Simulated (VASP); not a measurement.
Set up this calculation in VASP 6.6.1, as the native input.

```
Task                   : single point
Functional             : PBEsol
Potentials or basis    : VASP PAW PBE potentials, release 64 (Cd, Se)
Cutoff                 : 520 eV
k mesh                 : 8 × 8 × 8
Occupations            : fermi-dirac, width 0.05 eV
Spin                   : non-collinear spin, zero start, spin-orbit coupling
Starting moments       : [[0.0, 0.0, 0.0], [0.0, 0.0, 0.0]] μB
Dipole correction      : no
Further INCAR settings : ALGO = Normal; EDIFF = 1e-06; NBANDS = 30
```

The structure of CdSe lies in POSCAR:

```
CdSe
1.0
    0.0000000000      3.0496647307      3.0496647307
    3.0496647307      0.0000000000      3.0496647307
    3.0496647307      3.0496647307      0.0000000000
Cd Se
1 1
Direct
    0.0000000000      0.0000000000      0.0000000000
    0.2500000000      0.2500000000      0.2500000000
```

These files were run (other wordings do the same):

INCAR

```
PREC = Accurate
ENCUT = 520
EDIFF = 1E-6
ISMEAR = -1
SIGMA = 0.05
LREAL = F
LASPH = T
NELM = 150
ALGO = Normal
ISIF = 2
LWAVE = F
LCHARG = F
LNONCOLLINEAR = T
MAGMOM = 0 0 0 0 0 0
LORBIT = 11
LSORBIT = T
GGA_COMPAT = F
LORBMOM = T
GGA = PS
NBANDS = 30
```

KPOINTS

```
regular mesh
0
Gamma
  8 8 8
```

Potentials or basis: VASP PAW PBE potentials, release 64 (Cd, Se).

Run with:

```console
$ cat potpaw_PBE.64/Cd/POTCAR potpaw_PBE.64/Se/POTCAR > POTCAR
$ mpirun -np 1 vasp_ncl > vasp.out
```

It gave:

```
Pressure                                              : -0.1 GPa
Net moment                                            : 0.00 μB per cell
Valence electrons inside the program's atomic spheres : Cd 10.31; Se 3.84
```

Caveat: the PAW data sets were made with another functional, which shifts forces and pressure a little.

Run time: 3.3 min on 1 thread of Intel Xeon 8259CL (shared host), peak memory 0.37 GiB.
